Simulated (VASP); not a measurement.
A run of VASP 6.6.1:

The input INCAR:

```
PREC = Accurate ; ENCUT = 1000
EDIFF = 1E-6 ; ISMEAR = -1
SIGMA = 0.02 ; LREAL = Auto
LASPH = True ; NELM = 120
ALGO = Normal ; ISIF = 2
LWAVE = False ; LCHARG = True
GGA = PS ; LELF = True
LVHAR = True ; NBANDS = 54
GGA_COMPAT = False
```

The input KPOINTS:

```
Automatic mesh
0
Gamma
  1 1 1
```

POSCAR

```
CO
1.0
    7.7417530000      0.0000000000      0.0000000000
    0.0000000000      7.7417530000      0.0000000000
    0.0000000000      0.0000000000      7.7417530000
O C
8 8
Direct
    0.7508649767      0.4437947792      0.8253602226
    0.1325768194      0.7869985255      0.3275366068
    0.5821112195      0.8616829086      0.5995356007
   -0.0269611129      0.9834829732      0.8101382821
    0.3419715681      0.4286010924      0.7261976088
    0.9107201513      0.3381309183      0.2661407211
    0.3219421501      0.0507993662      0.0723967588
    0.4576107442      0.5842253632      0.1303604192
    0.8472702778      0.5420886796      0.8750254057
   -0.0108597520      0.8121226373      0.3124659704
    0.4582289663      0.9236082851      0.6462221283
   -0.0057693222      1.0556257915      0.6845970306
    0.2192692642      0.4445867532      0.6481667130
    0.8390313695      0.4057175666      0.3745527035
    0.4579410434      0.1035496572      0.0618015146
    0.4306096365      0.4822396027      0.2317470139
```

Potentials or basis: VASP PAW PBE potentials, release 64 (O_h, C_h).

Launch:

```console
$ cat potpaw_PBE.64/O_h/POTCAR potpaw_PBE.64/C_h/POTCAR > POTCAR
$ mpirun -np 1 vasp_gam > vasp.out
```

Hardware: 1 thread of Intel(R) Xeon(R) Platinum 8488C (Sapphire Rapids), on a shared host.

Problem. How long does it take, and how much memory?

Solution. Wall time 2.9 min on 1 thread of Intel(R) Xeon(R) Platinum 8488C (Sapphire Rapids) (shared host), peak memory 0.9 GiB. Counts: scf iterations 16, k points 1.
